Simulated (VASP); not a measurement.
# AgOs4 (Im-3m) in VASP: further runs

The runs below take AgOs4 through single point, relaxation of cell and atoms, with PBE.

Everything below comes from runs of VASP 6.6.1. Logs are shortened: lines on timing, memory, paths and dates and some standing lists are left out, and cuts for length are marked.

### Step 1. The cell of the first run

It takes space group Im-3m (No. 229, cubic). The conventional cell has a = 5.350 Å, b = 5.350 Å, c = 5.350 Å, α = 90.00°, β = 90.00°, γ = 90.00°. Within 3.1 Å of Ag (site symmetry m-3m) lie 8 Os at 2.32 Å. Os (site symmetry -3m) has 2 Ag at 2.32 Å and 6 Os at 2.68 Å within 3.1 Å.

### Step 2. Single point, PBE

Contents of INCAR:

```
SYSTEM = AgOs4
ALGO = Fast
EDIFF = 1E-6
ENCUT = 520
GGA = PE
ISIF = 2
ISMEAR = 0
LASPH = .True.
LCHARG = .False.
LREAL = .False.
LWAVE = .False.
NBANDS = 30
NELM = 60
PREC = Accurate
SIGMA = 0.1
```

Contents of KPOINTS:

```
k-points
0
Gamma
  4 4 4
  0 0 0
```

Contents of POSCAR:

```
AgOs4
1.0
   -2.6750253000      2.6750253000      2.6750253000
    2.6750253000     -2.6750253000      2.6750253000
    2.6750253000      2.6750253000     -2.6750253000
Ag Os
1 4
Direct
    0.0000000000      0.0000000000      0.0000000000
    0.0000000000      0.0000000000      0.5000000000
    0.5000000000      0.0000000000      0.0000000000
    0.5000000000      0.5000000000      0.5000000000
    0.0000000000      0.5000000000      0.0000000000
```

Potentials or basis: VASP PAW PBE potentials, release 64 (Ag, Os).

The run is started by

```bash
> cat potpaw_PBE.64/Ag/POTCAR potpaw_PBE.64/Os/POTCAR > POTCAR
> mpirun -np 1 vasp_std > vasp.out
```

OUTCAR:

```text
SYSTEM = AgOs4
   EDIFF = 1E-6
   ENCUT = 520
   GGA = PE
   ISIF = 2
   ISMEAR = 0
   LASPH = .True.
   LREAL = .False.
   NELM = 60
   PREC = Accurate

 ion  position               nearest neighbor table
   1  0.000  0.000  0.000-   2 2.32   3 2.32   4 2.32   5 2.32   2 2.32   5 2.32   3 2.32   4 2.32

   2  0.000  0.000  0.500-   1 2.32   1 2.32   4 2.68   5 2.68   3 2.68   5 2.68   3 2.68   4 2.68

   3  0.500  0.000  0.000-   1 2.32   1 2.32   4 2.68   5 2.68   4 2.68   2 2.68   2 2.68   5 2.68

   4  0.500  0.500  0.500-   1 2.32   1 2.32   3 2.68   5 2.68   3 2.68   5 2.68   2 2.68   2 2.68

   5  0.000  0.500  0.000-   1 2.32   1 2.32   3 2.68   4 2.68   2 2.68   2 2.68   4 2.68   3 2.68

  LATTYP: Found a body centered cubic cell.
 ALAT       =     5.3500506000

  Lattice vectors:

 A1 = (  -2.6750253000,   2.6750253000,   2.6750253000)
 A2 = (   2.6750253000,  -2.6750253000,   2.6750253000)
 A3 = (   2.6750253000,   2.6750253000,  -2.6750253000)

Analysis of symmetry for initial positions (statically):
=====================================================================
 Subroutine PRICEL returns:
 Original cell was already a primitive cell.

 Routine SETGRP: Setting up the symmetry group for a
 body centered cubic supercell.

 Subroutine GETGRP returns: Found 48 space group operations
 (whereof 48 operations were pure point group operations)
 out of a pool of 48 trial point group operations.

The static configuration has the point symmetry O_h .

Analysis of symmetry for dynamics (positions and initial velocities):
=====================================================================
 Subroutine PRICEL returns:
 Original cell was already a primitive cell.

 Routine SETGRP: Setting up the symmetry group for a
 body centered cubic supercell.

 Subroutine GETGRP returns: Found 48 space group operations
 (whereof 48 operations were pure point group operations)
 out of a pool of 48 trial point group operations.

The dynamic configuration has the point symmetry O_h .

 Subroutine INISYM returns: Found 48 space group operations
 (whereof 48 operations are pure point group operations),
 and found     1 'primitive' translations

----------------------------------------------------------------------------------------

                                     Primitive cell

  volume of cell :      76.5674

  direct lattice vectors                    reciprocal lattice vectors
    -2.675025300  2.675025300  2.675025300     0.000000000  0.186914120  0.186914120
     2.675025300 -2.675025300  2.675025300     0.186914120  0.000000000  0.186914120
     2.675025300  2.675025300 -2.675025300     0.186914120  0.186914120  0.000000000

  length of vectors
     4.633279731  4.633279731  4.633279731     0.264336484  0.264336484  0.264336484

  position of ions in fractional coordinates (direct lattice)
     0.000000000  0.000000000  0.000000000
     0.000000000  0.000000000  0.500000000
     0.500000000  0.000000000  0.000000000
     0.500000000  0.500000000  0.500000000
     0.000000000  0.500000000  0.000000000

  ion indices of the primitive-cell ions
   primitive index   ion index
                 1           1
                 2           2
                 3           3
                 4           4
                 5           5

----------------------------------------------------------------------------------------

 KPOINTS: k-points

Automatic generation of k-mesh.
 Grid dimensions read from file:
 generate k-points for:    4    4    4

 Generating k-lattice:

  Cartesian coordinates                     Fractional coordinates (reciprocal lattice)
     0.000000000  0.046728530  0.046728530     0.250000000  0.000000000  0.000000000
     0.046728530  0.000000000  0.046728530     0.000000000  0.250000000  0.000000000
     0.046728530  0.046728530  0.000000000     0.000000000  0.000000000  0.250000000

  Length of vectors
     0.066084121  0.066084121  0.066084121

  Shift w.r.t. Gamma in fractional coordinates (k-lattice)
     0.000000000  0.000000000  0.000000000

 Subroutine IBZKPT returns following result:
 ===========================================

 Found      8 irreducible k-points:

 Following reciprocal coordinates:
            Coordinates               Weight
  0.000000  0.000000  0.000000      1.000000
  0.250000  0.000000  0.000000     12.000000
  0.500000  0.000000  0.000000      6.000000
  0.250000  0.250000  0.000000     24.000000
  0.250000  0.250000  0.250000      2.000000
 -0.250000  0.250000  0.250000      6.000000
  0.500000  0.500000  0.250000     12.000000
  0.500000  0.500000  0.500000      1.000000
   k-points           NKPTS =      8   k-points in BZ     NKDIM =      8   number of bands    NBANDS=     30
   number of dos      NEDOS =    301   number of ions     NIONS =      5
   total plane-waves  NPLWV =  46656
   dimension x,y,z NGX =    36 NGY =   36 NGZ =   36
   dimension x,y,z NGXF=    72 NGYF=   72 NGZF=   72
[... 50 lines left out ...]
 NGX is ok and might be reduce to    36
   NGX = 17   NGY = 17   NGZ = 17

 number of electron      43.0000000 magnetization

 Free energy of the ion-electron system (eV)
  ---------------------------------------------------
  ext. energy  EPLUGINS =         0.00000000
  ---------------------------------------------------
  free energy    TOTEN  =       -33.32454037 eV

  energy without entropy =      -33.28550845  energy(sigma->0) =      -33.30502441

 E-fermi :   8.5033     XC(G=0): -13.1901

 val. band max:        8.4043581941   @ k =   0.5000   0.0000   0.0000
 cond. band min:       8.5282825294   @ k =   0.2500   0.2500   0.0000
 fundamental gap:      0.1239243353
 Fermi energy:         8.5033161117

 k-point     1 :       0.0000    0.0000    0.0000
  band No.  band energies     occupation
      1      -1.7635      2.00000
      2      -1.4352      2.00000
      3      -1.4352      2.00000
      4      -1.4352      2.00000
      5      -1.0216      2.00000
      6      -1.0216      2.00000
[... 22 lines left out ...]
     29      12.4295      0.00000
     30      12.4300      0.00000

 k-point     2 :       0.2500    0.0000    0.0000
  band No.  band energies     occupation
      1      -1.4043      2.00000
      2      -1.2502      2.00000
      3      -0.6658      2.00000
      4      -0.6233      2.00000
      5      -0.5705      2.00000
      6      -0.5566      2.00000
[... 22 lines left out ...]
     29      13.4948      0.00000
     30      13.7204      0.00000

 k-point     3 :       0.5000    0.0000    0.0000
  band No.  band energies     occupation
      1      -1.3024      2.00000
      2      -1.0553      2.00000
      3      -0.0348      2.00000
      4       0.0409      2.00000
      5       0.5007      2.00000
      6       2.0065      2.00000
[... 22 lines left out ...]
     29      14.3268      0.00000
     30      14.3560      0.00000

 k-point     4 :       0.2500    0.2500    0.0000
  band No.  band energies     occupation
      1      -1.1420      2.00000
      2      -0.6503      2.00000
      3      -0.2336      2.00000
      4       0.0017      2.00000
      5       0.0289      2.00000
      6       1.3021      2.00000
[... 22 lines left out ...]
     29      12.1513      0.00000
     30      16.6385      0.00000

 k-point     5 :       0.2500    0.2500    0.2500
  band No.  band energies     occupation
      1      -0.4459      2.00000
      2      -0.4459      2.00000
      3      -0.4459      2.00000
      4       0.0676      2.00000
      5       0.0676      2.00000
      6       1.2540      2.00000
[... 22 lines left out ...]
     29       9.0255      0.00000
     30      20.8145      0.00000

 k-point     6 :      -0.2500    0.2500    0.2500
  band No.  band energies     occupation
      1      -0.6957      2.00000
      2      -0.6957      2.00000
      3      -0.3578      2.00000
      4      -0.3373      2.00000
      5      -0.2785      2.00000
      6       0.0861      2.00000
[... 22 lines left out ...]
     29      13.8704      0.00000
     30      13.8704      0.00000

 k-point     7 :       0.5000    0.5000    0.2500
  band No.  band energies     occupation
      1      -0.4959      2.00000
      2      -0.3730      2.00000
      3       0.3216      2.00000
      4       0.3411      2.00000
      5       0.6509      2.00000
      6       2.0323      2.00000
[... 22 lines left out ...]
     29      14.0105      0.00000
     30      14.8622      0.00000

 k-point     8 :       0.5000    0.5000    0.5000
  band No.  band energies     occupation
      1       0.7440      2.00000
      2       0.7440      2.00000
      3       0.8501      2.00000
      4       0.8501      2.00000
      5       0.8501      2.00000
      6       1.8586      2.00000
[... 22 lines left out ...]
     29      13.9303      0.00000
     30      13.9303      0.00000

------------------------ aborting loop because EDIFF is reached ----------------------------------------

  FORCE on cell =-STRESS in cart. coord.  units (eV):
  Direction    XX          YY          ZZ          XY          YZ          ZX
  --------------------------------------------------------------------------------------
  -------------------------------------------------------------------------------------
  Total       28.6183547     28.6183547     28.6183547     -0.0000000     -0.0000000      0.0000000
  in kB      598.8410617    598.8410617    598.8410617     -0.0000000     -0.0000000      0.0000000
  external PRESSURE =     598.8410617 kB  Pullay stress =       0.0000000 kB

 VOLUME and BASIS-vectors are now :
 -----------------------------------------------------------------------------
  energy-cutoff  :      520.00
  volume of cell :       76.57
      direct lattice vectors                 reciprocal lattice vectors
    -2.675025300  2.675025300  2.675025300     0.000000000  0.186914120  0.186914120
     2.675025300 -2.675025300  2.675025300     0.186914120  0.000000000  0.186914120
     2.675025300  2.675025300 -2.675025300     0.186914120  0.186914120  0.000000000

 POSITION                                       TOTAL-FORCE (eV/Angst)
 -----------------------------------------------------------------------------------
      0.00000      0.00000      0.00000        -0.000000      0.000000      0.000000
      1.33751      1.33751     -1.33751         0.000000      0.000000     -0.000000
     -1.33751      1.33751      1.33751        -0.000000     -0.000000      0.000000
      1.33751      1.33751      1.33751        -0.000000      0.000000      0.000000
      1.33751     -1.33751      1.33751         0.000000     -0.000000     -0.000000
 -----------------------------------------------------------------------------------
    total drift:                               -0.000000     -0.000000      0.000000

  FREE ENERGIE OF THE ION-ELECTRON SYSTEM (eV)
  ---------------------------------------------------
  free  energy   TOTEN  =       -33.3245403701 eV

  energy  without entropy=      -33.2855084474  energy(sigma->0) =      -33.30502441
```

It took 21 s on 1 thread of Intel Xeon Platinum 8488C (Sapphire Rapids), shared host; peak memory 0.2 GiB.

Results:

```yaml
Free_energy: -33.3245 eV
Pressure: 59.9 GPa
```

Levels at points of the mesh, in eV from the Fermi level:
| k point | band 18 | band 19 | band 20 | band 21 | band 22 | band 23 | band 24 | band 25 | band 26 | band 27 |
| --- | --- | --- | --- | --- | --- | --- | --- | --- | --- | --- |
| (0.00, 0.00, 0.00) | 0.94 | 0.94 | 0.94 | 2.20 | 2.20 | 2.20 | 2.49 | 2.49 | 2.49 | 3.55 |
| (0.50, 0.00, 0.00) | -1.81 | -1.26 | -1.16 | -0.82 | -0.51 | -0.17 | -0.10 | 0.41 | 0.55 | 2.51 |
| (0.50, 0.50, 0.50) | -1.66 | -0.97 | -0.97 | -0.97 | -0.33 | -0.33 | 0.65 | 1.96 | 1.96 | 3.76 |

Caveat: the k points lie up to 0.42 Å⁻¹ apart; spin-orbit coupling is left out, which moves the levels of the heavy elements.

### Step 3. Single point, PBE

This run uses another cell than the first one, of 18.47 Å³/atom, 1.206 times its volume.

Contents of INCAR:

```
PREC = Accurate
ENCUT = 520
EDIFF = 1E-6
ISMEAR = 0
SIGMA = 0.1
LREAL = F
LASPH = T
NELM = 100
ALGO = Normal
ISIF = 2
LWAVE = F
LCHARG = F
GGA = PE
NBANDS = 30
```

Contents of KPOINTS:

```
regular mesh
0
Gamma
  4 4 4
```

POSCAR: that of step 2 with these lines changed.

```diff
@@ -2,5 +2,5 @@
 1.0
-   -2.6750253000      2.6750253000      2.6750253000
-    2.6750253000     -2.6750253000      2.6750253000
-    2.6750253000      2.6750253000     -2.6750253000
+   -2.8472500238      2.8472500238      2.8472500238
+    2.8472500238     -2.8472500238      2.8472500238
+    2.8472500238      2.8472500238     -2.8472500238
 Ag Os
```

Potentials or basis: VASP PAW PBE potentials, release 64 (Ag, Os).

The run is started by

```bash
> cat potpaw_PBE.64/Ag/POTCAR potpaw_PBE.64/Os/POTCAR > POTCAR
> mpirun -np 1 vasp_std > vasp.out
```

Run time: 27 s. Hardware: 1 thread of Intel Xeon Platinum 8488C (Sapphire Rapids), shared host; peak memory 0.24 GiB.

Results (log left out):

* Free energy: -35.7790 eV
* Pressure: -0.1 GPa

Levels at points of the mesh, in eV from the Fermi level:
| k point | band 18 | band 19 | band 20 | band 21 | band 22 | band 23 | band 24 | band 25 |
| --- | --- | --- | --- | --- | --- | --- | --- | --- |
| (0.00, 0.00, 0.00) | 0.65 | 0.65 | 0.65 | 1.71 | 1.71 | 1.71 | 1.91 | 1.91 |
| (0.50, 0.00, 0.00) | -1.32 | -1.10 | -0.93 | -0.62 | -0.36 | -0.14 | -0.07 | 0.31 |
| (0.50, 0.50, 0.50) | -1.22 | -0.69 | -0.69 | -0.69 | 0.10 | 0.10 | 0.54 | 1.41 |

Caveat: the k points lie up to 0.39 Å⁻¹ apart; spin-orbit coupling is left out, which moves the levels of the heavy elements.

### Step 4. Relaxation of cell and atoms, PBE

Contents of INCAR:

```
ALGO = Normal
EDIFF = 1E-6
EDIFFG = -0.04
ENCUT = 600
GGA = PE
IBRION = 2
ISIF = 3
ISMEAR = 0
LASPH = True
LCHARG = False
LREAL = False
LWAVE = False
NELM = 60
NSW = 90
PREC = Accurate
SIGMA = 0.1
```

Contents of KPOINTS:

```
k-points
0
Gamma
  4 4 4
```

POSCAR: that of step 3 with these lines changed.

```diff
@@ -2,5 +2,5 @@
 1.0
-   -2.8472500238      2.8472500238      2.8472500238
-    2.8472500238     -2.8472500238      2.8472500238
-    2.8472500238      2.8472500238     -2.8472500238
+   -2.6750253000      2.6750253000      2.6750253000
+    2.6750253000     -2.6750253000      2.6750253000
+    2.6750253000      2.6750253000     -2.6750253000
 Ag Os
```

The run is started by

```bash
> cat potpaw_PBE.64/Ag/POTCAR potpaw_PBE.64/Os/POTCAR > POTCAR
> mpirun -np 1 vasp_std > vasp.out
```

Wall time 1.9 min (1 thread of Intel Xeon Platinum 8488C (Sapphire Rapids), shared host); peak memory 0.26 GiB.

It converged, with:

```yaml
Free_energy: -35.7565 eV
Relaxed_volume: 18.46 Å³/atom
Relaxed_cell: a = 4.931 Å, b = 4.931 Å, c = 4.931 Å, α = 109.47°, β = 109.47°, γ = 109.47°
Space_group_after_relaxing_to_0.05_Å: Im-3m (No. 229)
Energy_gained_by_relaxing: 489.7 meV/atom
Ionic_steps: 5
Pressure_after_relaxing: 0.0 GPa
```

Step by step:
```csv
step,energy change (eV),largest force (eV/Å),pressure (GPa),volume (Å³)
1,0.0000,0.0000,59.97,76.57
2,7.4901,0.0000,-26.40,159.27
3,-2.3328,0.0000,-8.25,96.59
4,-2.4399,0.0000,-2.37,93.43
5,-2.4485,0.0000,0.04,92.29
```

Final structure:
```cif
data_structure
_symmetry_space_group_name_H-M 'P 1'
_symmetry_Int_Tables_number 1
_cell_length_a 4.9308
_cell_length_b 4.9308
_cell_length_c 4.9308
_cell_angle_alpha 109.471
_cell_angle_beta 109.471
_cell_angle_gamma 109.471
_cell_volume 92.29
loop_
_atom_site_label
_atom_site_type_symbol
_atom_site_fract_x
_atom_site_fract_y
_atom_site_fract_z
_atom_site_occupancy
Ag1 Ag 0.00000 0.00000 0.00000 1
Os1 Os 0.00000 0.00000 0.50000 1
Os2 Os 0.50000 0.00000 0.00000 1
Os3 Os 0.50000 0.50000 0.50000 1
Os4 Os 0.00000 0.50000 0.00000 1
```

Levels at points of the mesh, in eV from the Fermi level:
```
           k point  band 17  band 18  band 19  band 20  band 21  band 22  band 23  band 24  band 25
(0.00, 0.00, 0.00)    -0.35     0.64     0.64     0.64     1.71     1.71     1.71     1.91     2.60
(0.50, 0.00, 0.00)    -1.56    -1.33    -1.10    -0.94    -0.62    -0.37    -0.15    -0.07     0.30
(0.50, 0.50, 0.50)    -1.23    -1.23    -0.70    -0.70    -0.70     0.09     0.09     0.53     1.41
```

Caveat: the k points lie up to 0.39 Å⁻¹ apart in the final cell; the volume moved by over 15 % at a fixed basis, so the end points are rough; the bands computed are all filled at some k points, so no gap is given; spin-orbit coupling is left out, which moves the levels of the heavy elements.

### Step 5. Single point, PBE, collinear spin, ferromagnetic start

This run uses another cell than the first one, of 18.47 Å³/atom, 1.206 times its volume.

Contents of INCAR:

```
ALGO = Fast
EDIFF = 1E-7
ENCUT = 520
GGA = PE
ISIF = 2
ISMEAR = 0
ISPIN = 2
LASPH = True
LCHARG = False
LMAXMIX = 4
LORBIT = 11
LREAL = False
LWAVE = False
MAGMOM = 0 1 1 1 1
NBANDS = 34
NELM = 150
PREC = Accurate
SIGMA = 0.1
```

KPOINTS is that of step 4.

POSCAR: that of step 4 with these lines changed.

```diff
@@ -2,5 +2,5 @@
 1.0
-   -2.6750253000      2.6750253000      2.6750253000
-    2.6750253000     -2.6750253000      2.6750253000
-    2.6750253000      2.6750253000     -2.6750253000
+   -2.8472500238      2.8472500238      2.8472500238
+    2.8472500238     -2.8472500238      2.8472500238
+    2.8472500238      2.8472500238     -2.8472500238
 Ag Os
```

The run is started by

```bash
> cat potpaw_PBE.64/Ag/POTCAR potpaw_PBE.64/Os/POTCAR > POTCAR
> mpirun -np 1 vasp_std > vasp.out
```

Run time: 1.7 min. Hardware: 1 thread of Intel Xeon Platinum 8488C (Sapphire Rapids), shared host; peak memory 0.3 GiB.

Results (log left out):

- Free energy: -35.7790 eV
- Pressure: -0.1 GPa
- Net moment: 0.00 μB per cell
- Valence electrons inside the program's atomic spheres: Ag 10.65; Os 6.94

Levels at points of the mesh, in eV from the Fermi level:
Spin up:
| k point | band 19 | band 20 | band 21 | band 22 | band 23 | band 24 |
| --- | --- | --- | --- | --- | --- | --- |
| (0.00, 0.00, 0.00) | 0.65 | 0.65 | 1.71 | 1.71 | 1.71 | 1.91 |
| (0.50, 0.00, 0.00) | -1.10 | -0.93 | -0.62 | -0.36 | -0.14 | -0.07 |
| (0.50, 0.50, 0.50) | -0.69 | -0.69 | -0.69 | 0.10 | 0.10 | 0.54 |
Spin down:
```tsv
k point	band 17	band 18	band 19	band 20	band 21	band 22	band 23	band 24	band 25	band 26
(0.00, 0.00, 0.00)	-0.34	0.65	0.65	0.65	1.71	1.71	1.71	1.91	1.91	1.91
(0.50, 0.00, 0.00)	-1.55	-1.32	-1.10	-0.93	-0.62	-0.36	-0.14	-0.07	0.31	0.41
(0.50, 0.50, 0.50)	-1.22	-1.22	-0.69	-0.69	-0.69	0.10	0.10	0.54	1.41	1.41
```

Caveat: the k points lie up to 0.39 Å⁻¹ apart; spin-orbit coupling is left out, which moves the levels of the heavy elements.

### Step 6. The runs side by side

| task | spin | cell | cutoff (eV) | gap on the mesh (eV) | pressure (GPa) |
| --- | --- | --- | --- | --- | --- |
| single point | off | a = 4.633 Å, angles 109.5°, 5 atoms | 520 | none | 59.9 |
| single point | off | a = 4.932 Å, angles 109.5°, 5 atoms | 520 | none | -0.1 |
| relaxation of cell and atoms | off | relaxed from a = 4.633 Å, angles 109.5°, 5 atoms | 600 | - | 0.0 |
| single point | collinear, ferromagnetic start | a = 4.932 Å, angles 109.5°, 5 atoms | 520 | none | -0.1 |

Alike in all rows: level PBE; potentials or basis VASP PAW PBE potentials, release 64 (Ag, Os); k mesh 4 × 4 × 4; smearing gaussian 0.1 eV.

Caveats: all runs use coarse meshes; spin-orbit coupling is left out, which moves the levels of the heavy elements; the volume moved by over 15 % at a fixed basis, so the end points are rough (some runs); the bands computed are all filled at some k points, so no gap is given (some runs).

Total energies depend on the potentials used, so only differences within one code and one set of settings carry meaning.
